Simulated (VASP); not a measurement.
# LiH (Fm-3m) in VASP: notebook, part 2 of 2

VASP 6.6.1. Earlier steps stand in the parts before.

### 6 Single point, PBE

This run uses another cell than the first one, of 8.17 Å³/atom, 1.043 times its volume.

INCAR reads:

```
PREC = Accurate
ENCUT = 750
EDIFF = 1E-6
ISMEAR = 0
SIGMA = 0.01
LREAL = F
LASPH = T
NELM = 120
ALGO = Normal
ISIF = 2
LWAVE = F
LCHARG = T
GGA = PE
LELF = T
LVHAR = T
NBANDS = 9
GGA_COMPAT = F
```

KPOINTS reads:

```
regular mesh
0
Gamma
  4 4 4
```

POSCAR reads:

```
LiH
1.0
    0.0000000000      2.0144020223      2.0144020223
    2.0144020223      0.0000000000      2.0144020223
    2.0144020223      2.0144020223      0.0000000000
Li H
1 1
Direct
    0.0000000000      0.0000000000      0.0000000000
    0.5000000000      0.5000000000      0.5000000000
```

Potentials or basis: VASP PAW PBE potentials, release 64 (Li_sv, H).

On the command line:

```bash
> cat potpaw_PBE.64/Li_sv/POTCAR potpaw_PBE.64/H/POTCAR > POTCAR
> mpirun -np 1 vasp_std > vasp.out
```

OUTCAR:

```text
PREC = Accurate
   ENCUT = 750
   EDIFF = 1E-6
   ISMEAR = 0
   LREAL = F
   LASPH = T
   NELM = 120
   ISIF = 2
   GGA = PE

 ion  position               nearest neighbor table
   1  0.000  0.000  0.000-
   2  0.500  0.500  0.500-

  LATTYP: Found a face centered cubic cell.
 ALAT       =     4.0288040446

  Lattice vectors:

 A1 = (   0.0000000000,   2.0144020223,   2.0144020223)
 A2 = (   2.0144020223,   0.0000000000,   2.0144020223)
 A3 = (   2.0144020223,   2.0144020223,   0.0000000000)

Analysis of symmetry for initial positions (statically):
=====================================================================
 Subroutine PRICEL returns:
 Original cell was already a primitive cell.

 Routine SETGRP: Setting up the symmetry group for a
 face centered cubic supercell.

 Subroutine GETGRP returns: Found 48 space group operations
 (whereof 48 operations were pure point group operations)
 out of a pool of 48 trial point group operations.

The static configuration has the point symmetry O_h .

Analysis of symmetry for dynamics (positions and initial velocities):
=====================================================================
 Subroutine PRICEL returns:
 Original cell was already a primitive cell.

 Routine SETGRP: Setting up the symmetry group for a
 face centered cubic supercell.

 Subroutine GETGRP returns: Found 48 space group operations
 (whereof 48 operations were pure point group operations)
 out of a pool of 48 trial point group operations.

The dynamic configuration has the point symmetry O_h .

 Subroutine INISYM returns: Found 48 space group operations
 (whereof 48 operations are pure point group operations),
 and found     1 'primitive' translations

[... 98 lines left out ...]
  volume/ion in A,a.u.               =       8.17        55.16
  Fermi-wavevector in a.u.,A,eV,Ry     =   1.023934  1.934955 14.264907  1.048441
  Thomas-Fermi vector in A             =   2.157694
   LORBIT       =      0    0 simple, 1 ext, 2 COOP (PROOUT), +10 PAW based schemes
   GGA     = PE    functional components
   LHFCALC =     F    Hartree Fock is set to
   AEXX    =    0.0000 exact exchange contribution
   IVDW    =     0    specifies the selected vdW correction
   LEPSILON=     F    determine dielectric tensor
   LRPA    =     F    only Hartree local field effects (RPA)
 non-spin polarized calculation
 Gauss-broadening in eV      SIGMA  =   0.01
  energy-cutoff  :      750.00
  volume of cell :       16.35
 maximum number of plane-waves:       778
 NGX is ok and might be reduce to    28
   NGX = 13   NGY = 13   NGZ = 13

 number of electron       4.0000000 magnetization

 Free energy of the ion-electron system (eV)
  ---------------------------------------------------
  ext. energy  EPLUGINS =         0.00000000
  ---------------------------------------------------
  free energy    TOTEN  =        -6.11251927 eV

  energy without entropy =       -6.11251927  energy(sigma->0) =       -6.11251927

 E-fermi :   0.1461     XC(G=0):  -8.4575

 val. band max:        0.0355232820   @ k =   0.5000   0.5000   0.0000
 cond. band min:       3.0162046851   @ k =   0.5000   0.5000   0.0000
 fundamental gap:      2.9806814031
 Fermi energy:         0.1460838197

 k-point     1 :       0.0000    0.0000    0.0000
  band No.  band energies     occupation
      1     -44.2877      2.00000
      2      -5.3528      2.00000
      3      15.9259      0.00000
      4      17.7576      0.00000
      5      17.7576      0.00000
      6      17.7576      0.00000
      7      22.4511      0.00000
      8      22.4511      0.00000
      9      22.4511      0.00000
[... 73 lines left out ...]
 k-point     8 :      -0.2500    0.5000    0.2500
  band No.  band energies     occupation
      1     -44.2305      2.00000
      2      -0.1869      2.00000
      3       5.2799      0.00000
      4       5.2799      0.00000
      5      11.6887      0.00000
      6      17.5007      0.00000
      7      23.9405      0.00000
      8      23.9405      0.00000
      9      27.7322      0.00000

------------------------ aborting loop because EDIFF is reached ----------------------------------------

  FORCE on cell =-STRESS in cart. coord.  units (eV):
  Direction    XX          YY          ZZ          XY          YZ          ZX
  --------------------------------------------------------------------------------------
  -------------------------------------------------------------------------------------
  Total       -0.0442562     -0.0442562     -0.0442562      0.0000000      0.0000000     -0.0000000
  in kB       -4.3372649     -4.3372649     -4.3372649      0.0000000      0.0000000     -0.0000000
  external PRESSURE =      -4.3372649 kB  Pullay stress =       0.0000000 kB

 VOLUME and BASIS-vectors are now :
 -----------------------------------------------------------------------------
  energy-cutoff  :      750.00
  volume of cell :       16.35
      direct lattice vectors                 reciprocal lattice vectors
     0.000000000  2.014402022  2.014402022    -0.248212618  0.248212618  0.248212618
     2.014402022  0.000000000  2.014402022     0.248212618 -0.248212618  0.248212618
     2.014402022  2.014402022  0.000000000     0.248212618  0.248212618 -0.248212618

 POSITION                                       TOTAL-FORCE (eV/Angst)
 -----------------------------------------------------------------------------------
      0.00000      0.00000      0.00000         0.000000      0.000000      0.000000
      2.01440      2.01440      2.01440        -0.000000     -0.000000     -0.000000
 -----------------------------------------------------------------------------------
    total drift:                                0.000000      0.000000      0.000000

  FREE ENERGIE OF THE ION-ELECTRON SYSTEM (eV)
  ---------------------------------------------------
  free  energy   TOTEN  =        -6.1125192694 eV

  energy  without entropy=       -6.1125192694  energy(sigma->0) =       -6.11251927
```

OSZICAR:

```text
N       E                     dE             d eps       ncg     rms          rms(c)
DAV:   1    -0.223461884032E+01   -0.22346E+01   -0.15194E+03   152   0.448E+02
DAV:   2    -0.621409688352E+01   -0.39795E+01   -0.39579E+01   190   0.552E+01
DAV:   3    -0.635949905671E+01   -0.14540E+00   -0.14532E+00   182   0.758E+00
DAV:   4    -0.636025366200E+01   -0.75461E-03   -0.75453E-03   183   0.640E-01
DAV:   5    -0.636025533723E+01   -0.16752E-05   -0.16752E-05   201   0.271E-02    0.290E+00
DAV:   6    -0.617360179515E+01    0.18665E+00   -0.15131E-01   162   0.122E+00    0.146E+00
DAV:   7    -0.611071821764E+01    0.62884E-01   -0.19539E-01   170   0.157E+00    0.221E-01
DAV:   8    -0.611255675586E+01   -0.18385E-02   -0.37102E-03   161   0.408E-01    0.358E-02
DAV:   9    -0.611252181473E+01    0.34941E-04   -0.11072E-04   172   0.474E-02    0.456E-03
DAV:  10    -0.611251960982E+01    0.22049E-05   -0.43854E-06   171   0.151E-02    0.259E-03
DAV:  11    -0.611251926941E+01    0.34041E-06   -0.32383E-07   109   0.273E-03
   1 F= -.61125193E+01 E0= -.61125193E+01  d E =-.216673E-56
```

stdout:

```text
POSCAR found type information on POSCAR LiH
 POSCAR found :  2 types and       2 ions
 scaLAPACK will be used
 LDA part: xc-table for (Slater+PW92), standard interpolation
 POSCAR, INCAR and KPOINTS ok, starting setup
 FFT: planning ... GRIDC
 FFT: planning ... GRID_SOFT
 FFT: planning ... GRID
 WAVECAR not read
 entering main loop
```

Wall time 3.7 s (1 thread of Intel Xeon Platinum 8488C (Sapphire Rapids), shared host); peak memory 0.14 GiB.

What came out:

```
Free energy            : -6.1125 eV
Pressure               : -0.4 GPa
Band gap on the k mesh : 2.98 eV, direct
```

Caveat: the k points lie up to 0.68 Å⁻¹ apart.

### 7 Single point, PBE

This run uses another cell than the first one, of 8.17 Å³/atom, 1.043 times its volume.

INCAR reads:

```
SYSTEM = LiH
ALGO = Normal
EDIFF = 1E-6
ENCUT = 750
GGA = PE
GGA_COMPAT = .FALSE.
ISIF = 2
ISMEAR = 0
LASPH = .TRUE.
LCHARG = .FALSE.
LREAL = .FALSE.
LWAVE = .FALSE.
NBANDS = 9
NELM = 120
PREC = Accurate
SIGMA = 0.01
```

KPOINTS reads:

```
k-points
0
G
  4 4 4
  0 0 0
```

POSCAR is that of step 6.

Potentials or basis: VASP PAW PBE potentials, release 64 (Li_sv, H).

On the command line:

```bash
> cat potpaw_PBE.64/Li_sv/POTCAR potpaw_PBE.64/H/POTCAR > POTCAR
> mpirun -np 1 vasp_std > vasp.out
```

OUTCAR:

```text
SYSTEM = LiH
   EDIFF = 1E-6
   ENCUT = 750
   GGA = PE
   ISIF = 2
   ISMEAR = 0
   LASPH = .TRUE.
   LREAL = .FALSE.
   NELM = 120
   PREC = Accurate

 ion  position               nearest neighbor table
   1  0.000  0.000  0.000-
   2  0.500  0.500  0.500-

  LATTYP: Found a face centered cubic cell.
 ALAT       =     4.0288040446

  Lattice vectors:

 A1 = (   0.0000000000,   2.0144020223,   2.0144020223)
 A2 = (   2.0144020223,   0.0000000000,   2.0144020223)
 A3 = (   2.0144020223,   2.0144020223,   0.0000000000)

Analysis of symmetry for initial positions (statically):
=====================================================================
 Subroutine PRICEL returns:
 Original cell was already a primitive cell.

 Routine SETGRP: Setting up the symmetry group for a
 face centered cubic supercell.

 Subroutine GETGRP returns: Found 48 space group operations
 (whereof 48 operations were pure point group operations)
 out of a pool of 48 trial point group operations.

The static configuration has the point symmetry O_h .

[... 148 lines left out ...]
 fundamental gap:      2.9806814031
 Fermi energy:         0.1460838197

 k-point     1 :       0.0000    0.0000    0.0000
  band No.  band energies     occupation
      1     -44.2877      2.00000
      2      -5.3528      2.00000
      3      15.9259      0.00000
      4      17.7576      0.00000
      5      17.7576      0.00000
      6      17.7576      0.00000
      7      22.4511      0.00000
      8      22.4511      0.00000
      9      22.4511      0.00000
[... 73 lines left out ...]
 k-point     8 :      -0.2500    0.5000    0.2500
  band No.  band energies     occupation
      1     -44.2305      2.00000
      2      -0.1869      2.00000
      3       5.2799      0.00000
      4       5.2799      0.00000
      5      11.6887      0.00000
      6      17.5007      0.00000
      7      23.9405      0.00000
      8      23.9405      0.00000
      9      27.7322      0.00000

------------------------ aborting loop because EDIFF is reached ----------------------------------------

  FORCE on cell =-STRESS in cart. coord.  units (eV):
  Direction    XX          YY          ZZ          XY          YZ          ZX
  --------------------------------------------------------------------------------------
  -------------------------------------------------------------------------------------
  Total       -0.0442562     -0.0442562     -0.0442562      0.0000000      0.0000000     -0.0000000
  in kB       -4.3372649     -4.3372649     -4.3372649      0.0000000      0.0000000     -0.0000000
  external PRESSURE =      -4.3372649 kB  Pullay stress =       0.0000000 kB

 VOLUME and BASIS-vectors are now :
 -----------------------------------------------------------------------------
  energy-cutoff  :      750.00
  volume of cell :       16.35
      direct lattice vectors                 reciprocal lattice vectors
     0.000000000  2.014402022  2.014402022    -0.248212618  0.248212618  0.248212618
     2.014402022  0.000000000  2.014402022     0.248212618 -0.248212618  0.248212618
     2.014402022  2.014402022  0.000000000     0.248212618  0.248212618 -0.248212618

 POSITION                                       TOTAL-FORCE (eV/Angst)
 -----------------------------------------------------------------------------------
      0.00000      0.00000      0.00000         0.000000      0.000000      0.000000
      2.01440      2.01440      2.01440        -0.000000     -0.000000     -0.000000
 -----------------------------------------------------------------------------------
    total drift:                                0.000000      0.000000      0.000000

  FREE ENERGIE OF THE ION-ELECTRON SYSTEM (eV)
  ---------------------------------------------------
  free  energy   TOTEN  =        -6.1125192694 eV

  energy  without entropy=       -6.1125192694  energy(sigma->0) =       -6.11251927
```

Run time: 3.7 s. Hardware: 1 thread of Intel Xeon Platinum 8488C (Sapphire Rapids), shared host; peak memory 0.14 GiB.

Results:

| Property | Result |
| --- | --- |
| Free energy | -6.1125 eV |
| Pressure | -0.4 GPa |
| Band gap on the k mesh | 2.98 eV, direct |

Caveat: the k points lie up to 0.68 Å⁻¹ apart. PBE gaps usually lie below the measured ones, often by a third to a half.

### 8 Overview

```csv
cell,k mesh,gap on the mesh (eV),pressure (GPa)
"a = 2.809 Å, angles 60.0°, 2 atoms",4 × 4 × 4,2.95,1.2
"a = 2.849 Å, angles 60.0°, 2 atoms",3 × 3 × 3,6.08,-1.1
"a = 2.849 Å, angles 60.0°, 2 atoms",4 × 4 × 4,2.98,-0.4
```

Alike in all rows: task single point; level PBE; potentials or basis VASP PAW PBE potentials, release 64 (Li_sv, H); no spin polarisation; cutoff (eV) 750; smearing gaussian 0.01 eV.

Caveats: all runs use coarse meshes.

Total energies depend on the potentials used, so only differences within one code and one set of settings carry meaning.
